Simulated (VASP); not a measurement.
# TiC in VASP: further runs, part 2 of 2

VASP 6.6.1. The steps go on from the part before.

## 3. Single point, PBEsol (atoms moved at random)

The input, INCAR:

```
PREC = Accurate
ENCUT = 520
EDIFF = 1E-7
ISMEAR = 0
SIGMA = 0.15
LREAL = False
LASPH = True
NELM = 100
ALGO = Normal
ISIF = 2
LWAVE = False
LCHARG = False
GGA = PS
NBANDS = 15
```

The input, KPOINTS:

```
regular mesh
0
Gamma
  14 14 14
```

The input, POSCAR:

```
TiC
1.0
    0.0000000000      2.1466854824      2.1466854824
    2.1466854824      0.0000000000      2.1466854824
    2.1466854824      2.1466854824      0.0000000000
Ti C
1 1
Direct
    0.0013739670      0.0014300661      0.0031672451
    0.4986260330      0.4985699339      0.4968327549
```

Potentials or basis: VASP PAW PBE potentials, release 64 (Ti_sv, C).

Launch:

```
cat potpaw_PBE.64/Ti_sv/POTCAR potpaw_PBE.64/C/POTCAR > POTCAR
mpirun -np 1 vasp_std > vasp.out
```

OUTCAR:

```text
PREC = Accurate
   ENCUT = 520
   EDIFF = 1E-7
   ISMEAR = 0
   LREAL = False
   LASPH = True
   NELM = 100
   ISIF = 2
   GGA = PS

 ion  position               nearest neighbor table
   1  0.001  0.001  0.003-   2 2.13   2 2.13   2 2.13   2 2.16   2 2.17   2 2.17
   2  0.499  0.499  0.497-   1 2.13   1 2.13   1 2.13   1 2.16   1 2.17   1 2.17

  LATTYP: Found a face centered cubic cell.
 ALAT       =     4.2933709648

  Lattice vectors:

 A1 = (   0.0000000000,   2.1466854824,   2.1466854824)
 A2 = (   2.1466854824,   0.0000000000,   2.1466854824)
 A3 = (   2.1466854824,   2.1466854824,   0.0000000000)

Analysis of symmetry for initial positions (statically):
=====================================================================
 Subroutine PRICEL returns:
 Original cell was already a primitive cell.

 Routine SETGRP: Setting up the symmetry group for a
 face centered cubic supercell.

 Subroutine GETGRP returns: Found  1 space group operations
 (whereof  1 operations were pure point group operations)
 out of a pool of 48 trial point group operations.

The static configuration has the point symmetry C_1 .

Analysis of symmetry for dynamics (positions and initial velocities):
=====================================================================
 Subroutine PRICEL returns:
 Original cell was already a primitive cell.

 Routine SETGRP: Setting up the symmetry group for a
 face centered cubic supercell.

 Subroutine GETGRP returns: Found  1 space group operations
 (whereof  1 operations were pure point group operations)
 out of a pool of 48 trial point group operations.

The dynamic configuration has the point symmetry C_1 .

 Subroutine INISYM returns: Found  1 space group operations
 (whereof  1 operations are pure point group operations),
 and found     1 'primitive' translations

----------------------------------------------------------------------------------------

                                     Primitive cell

  volume of cell :      19.7850

  direct lattice vectors                    reciprocal lattice vectors
     0.000000000  2.146685482  2.146685482    -0.232917213  0.232917213  0.232917213
     2.146685482  0.000000000  2.146685482     0.232917213 -0.232917213  0.232917213
     2.146685482  2.146685482  0.000000000     0.232917213  0.232917213 -0.232917213

  length of vectors
     3.035871723  3.035871723  3.035871723     0.403424447  0.403424447  0.403424447

  position of ions in fractional coordinates (direct lattice)
     0.001373967  0.001430066  0.003167245
     0.498626033  0.498569934  0.496832755

  ion indices of the primitive-cell ions
   primitive index   ion index
                 1           1
                 2           2

----------------------------------------------------------------------------------------

 KPOINTS: regular mesh

Automatic generation of k-mesh.
 Grid dimensions read from file:
 generate k-points for:   14   14   14

 Generating k-lattice:

  Cartesian coordinates                     Fractional coordinates (reciprocal lattice)
    -0.016636944  0.016636944  0.016636944     0.071428571  0.000000000  0.000000000
     0.016636944 -0.016636944  0.016636944     0.000000000  0.071428571  0.000000000
     0.016636944  0.016636944 -0.016636944     0.000000000  0.000000000  0.071428571

  Length of vectors
[... 38 lines left out ...]
   number of dos      NEDOS =    301   number of ions     NIONS =      2
   total plane-waves  NPLWV =  13824
   dimension x,y,z NGX =    24 NGY =   24 NGZ =   24
   dimension x,y,z NGXF=    48 NGYF=   48 NGZF=   48
   ions per type =               1   1
   NGX,Y,Z   is equivalent  to a cutoff of  13.14, 13.14, 13.14 a.u.
   NGXF,Y,Z  is equivalent  to a cutoff of  26.29, 26.29, 26.29 a.u.
 SYSTEM =  unknown system
   PREC   = accura    normal or accurate (medium, high low for compatibility)
   ISTART =      0    job   : 0-new  1-cont  2-samecut
   ICHARG =      2    charge: 1-file 2-atom 10-const
   ISPIN  =      1    spin polarized calculation?
   LNONCOLLINEAR =      F non collinear calculations
   LSORBIT =      F    spin-orbit coupling
   LASPH  =      T    aspherical Exc in radial PAW
   ENCUT  =  520.0 eV  38.22 Ry    6.18 a.u.   5.64  5.64  5.64*2*pi/ulx,y,z
   NELM   =    100;   NELMIN=  2; NELMDL= -5     # of ELM steps
   EDIFF  = 0.1E-06   stopping-criterion for ELM
   LREAL  =      F    real-space projection
   EDIFFG = 0.1E-05   stopping-criterion for IOM
   NSW    =      0    number of steps for IOM
   IBRION =     -1    ionic relax: 0-MD 1-quasi-New 2-CG
   NFREE  =      0    steps in history (QN), initial steepest desc. (CG)
   ISIF   =      2    stress and relaxation
   ISYM   =      2    0-nonsym 1-usesym 2-fastsym
   POTIM  = 0.5000    time-step for ionic-motion
   TEBEG  =    0.0;   TEEND  =   0.0 temperature during run
   PSTRESS=    0.0 pullay stress
   NELECT =      16.0000    total number of electrons
   NUPDOWN=      -1.0000    fix difference up-down
   EMIN   =  10.00;   EMAX   =-10.00  energy-range for DOS
   EFERMI =   0.00;   METHOD = LEGACY
   ISMEAR =     0;   SIGMA  =   0.15  broadening in eV -4-tet -1-fermi 0-gaus
   EFERMI_NEDOS =   21; number of points for ismear=-14 and -15
   IALGO  =     38    algorithm
   IMIX   =      4    mixing-type and parameters
     AMIX     =   0.40;   BMIX     =  1.00
     AMIX_MAG =   1.60;   BMIX_MAG =  1.00
  volume/ion in A,a.u.               =       9.89        66.76
  Fermi-wavevector in a.u.,A,eV,Ry     =   1.525234  2.882274 31.651750  2.326338
  Thomas-Fermi vector in A             =   2.633432
   LORBIT       =      0    0 simple, 1 ext, 2 COOP (PROOUT), +10 PAW based schemes
   GGA     = PS    functional components
   LHFCALC =     F    Hartree Fock is set to
   AEXX    =    0.0000 exact exchange contribution
   IVDW    =     0    specifies the selected vdW correction
   LEPSILON=     F    determine dielectric tensor
   LRPA    =     F    only Hartree local field effects (RPA)
 non-spin polarized calculation
 Gauss-broadening in eV      SIGMA  =   0.15
  energy-cutoff  :      520.00
  volume of cell :       19.78
 maximum number of plane-waves:       544
   NGX = 11   NGY = 11   NGZ = 11

 number of electron      16.0000002 magnetization

 Free energy of the ion-electron system (eV)
  ---------------------------------------------------
  ext. energy  EPLUGINS =         0.00000000
  ---------------------------------------------------
  free energy    TOTEN  =       -19.79884711 eV

  energy without entropy =      -19.79536449  energy(sigma->0) =      -19.79710580

 E-fermi :   9.6052     XC(G=0): -12.9975

 val. band max:        9.6049566798   @ k =   0.3571   0.2857   0.0000
 cond. band min:       9.6057715979   @ k =   0.0000   0.2857   0.3571
 fundamental gap:      0.0008149181
 Fermi energy:         9.6052185789

 k-point     1 :       0.0000    0.0000    0.0000
  band No.  band energies     occupation
      1     -46.6369      2.00000
      2     -22.7492      2.00000
      3     -22.7491      2.00000
      4     -22.7491      2.00000
      5      -2.8745      2.00000
      6      10.2454      0.00000
      7      10.2686      0.00000
      8      10.2818      0.00000
      9      11.1628      0.00000
     10      11.2224      0.00000
     11      11.4009      0.00000
     12      11.5539      0.00000
     13      11.5997      0.00000
     14      20.4815      0.00000
[... 401 lines left out ...]
      2     -23.2824      2.00000
      3     -22.8000      2.00000
      4     -22.7999      2.00000
      5       0.4066      2.00000
      6       4.0603      2.00000
      7       6.7373      2.00000
      8       6.7409      2.00000
      9      12.5018      0.00000
     10      12.5034      0.00000
     11      13.6493      0.00000
     12      17.7764      0.00000
     13      17.8478      0.00000
     14      18.4158      0.00000
     15      25.0041      0.00000

 [... further k-points ...]

------------------------ aborting loop because EDIFF is reached ----------------------------------------

  FORCE on cell =-STRESS in cart. coord.  units (eV):
  Direction    XX          YY          ZZ          XY          YZ          ZX
  --------------------------------------------------------------------------------------
  -------------------------------------------------------------------------------------
  Total        0.0467793      0.0464276      0.0376480     -0.0124468     -0.0075864     -0.0076803
  in kB        3.7881656      3.7596867      3.0487152     -1.0079378     -0.6143463     -0.6219450
  external PRESSURE =       3.5321892 kB  Pullay stress =       0.0000000 kB

 VOLUME and BASIS-vectors are now :
 -----------------------------------------------------------------------------
  energy-cutoff  :      520.00
  volume of cell :       19.78
      direct lattice vectors                 reciprocal lattice vectors
     0.000000000  2.146685482  2.146685482    -0.232917213  0.232917213  0.232917213
     2.146685482  0.000000000  2.146685482     0.232917213 -0.232917213  0.232917213
     2.146685482  2.146685482  0.000000000     0.232917213  0.232917213 -0.232917213

 POSITION                                       TOTAL-FORCE (eV/Angst)
 -----------------------------------------------------------------------------------
      0.00987      0.00975      0.00602        -0.203578     -0.201075     -0.123846
      2.13682      2.13694      2.14067         0.203578      0.201075      0.123846
 -----------------------------------------------------------------------------------
    total drift:                               -0.000085     -0.000085     -0.000069

  FREE ENERGIE OF THE ION-ELECTRON SYSTEM (eV)
  ---------------------------------------------------
  free  energy   TOTEN  =       -19.7988471072 eV

  energy  without entropy=      -19.7953644850  energy(sigma->0) =      -19.79710580
```

Run time: 2.1 min. Hardware: 1 thread of Intel Xeon 6975P-C (Granite Rapids), shared host; peak memory 0.49 GiB.

What came out:

- Free energy: -19.7988 eV
- Pressure: 0.4 GPa
- Largest force: 0.312 eV/Å
- Band gap on the k mesh: zero (band 8 reaches 10.28 eV, above the bottom of band 9 at 9.24 eV)

Forces in eV/Å, atoms in the order of the input:
```
Ti  -0.204 -0.201 -0.124
C    0.204  0.201  0.124
```

Stress tensor (GPa, compression positive):
```
 0.38 -0.10 -0.06
-0.10  0.38 -0.06
-0.06 -0.06  0.30
```

Caveat: the cell differs from its parent crystal (atoms moved at random); the PAW data sets were made with another functional, which shifts forces and pressure a little.
